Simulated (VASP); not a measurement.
Wanted: the native input for a VASP 6.6.1 run.

```
Task                   : single point
Functional             : PBE
Potentials or basis    : VASP PAW PBE potentials, release 64 (Mn_pv, O)
Cutoff                 : 520 eV
k mesh                 : 12 × 12 × 12
Occupations            : gaussian, width 0.05 eV
Spin                   : collinear spin, ferromagnetic start
Starting moments       : [4.76, 0.18] μB
Hubbard terms          : Mn d U = 3.9 eV
Dipole correction      : no
Further INCAR settings : ALGO = Normal; EDIFF = 1e-06; NBANDS = 20
```

The structure of MnO lies in POSCAR:

```
MnO
1.0
    0.0000000000      2.2672702808      2.2672702808
    2.2672702808      0.0000000000      2.2672702808
    2.2672702808      2.2672702808      0.0000000000
Mn O
1 1
Direct
    0.0000000000      0.0000000000      0.0000000000
    0.5000000000      0.5000000000      0.5000000000
```

These files were run (other wordings do the same):

INCAR

```
PREC = Accurate ; ENCUT = 520
EDIFF = 1E-6 ; ISMEAR = 0
SIGMA = 0.05 ; LREAL = False
LASPH = True ; NELM = 150
ALGO = Normal ; ISIF = 2
LWAVE = False ; LCHARG = False
ISPIN = 2 ; MAGMOM = 4.76 0.18
LORBIT = 11 ; LMAXMIX = 4
LDAU = True ; LDAUTYPE = 2
LDAUL = 2 -1 ; LDAUU = 3.9 0
LDAUJ = 0 0 ; LDAUPRINT = 1
GGA = PE ; NBANDS = 20
```

KPOINTS

```
regular mesh
0
Gamma
  12 12 12
```

Potentials or basis: VASP PAW PBE potentials, release 64 (Mn_pv, O).

Launch:

```bash
$ cat potpaw_PBE.64/Mn_pv/POTCAR potpaw_PBE.64/O/POTCAR > POTCAR
$ mpirun -np 1 vasp_std > vasp.out
```

Results of the run:

| Item | Value |
| --- | --- |
| Pressure | -1.6 GPa |
| Band gap on the k mesh | 0.10 eV, indirect (least direct gap 2.25 eV) |
| Net moment | 5.00 μB per cell |
| Site moments | Mn +4.63; O +0.14 μB |
| Valence electrons inside the program's atomic spheres | Mn 11.29; O 4.98 |

Caveat: a cell with one magnetic atom can't hold antiferromagnetic order, which such compounds often take.

Wall time 50 s on 1 thread of AMD EPYC 7R13 Processor (Zen 3), with other jobs on the host, peak memory 0.15 GiB.
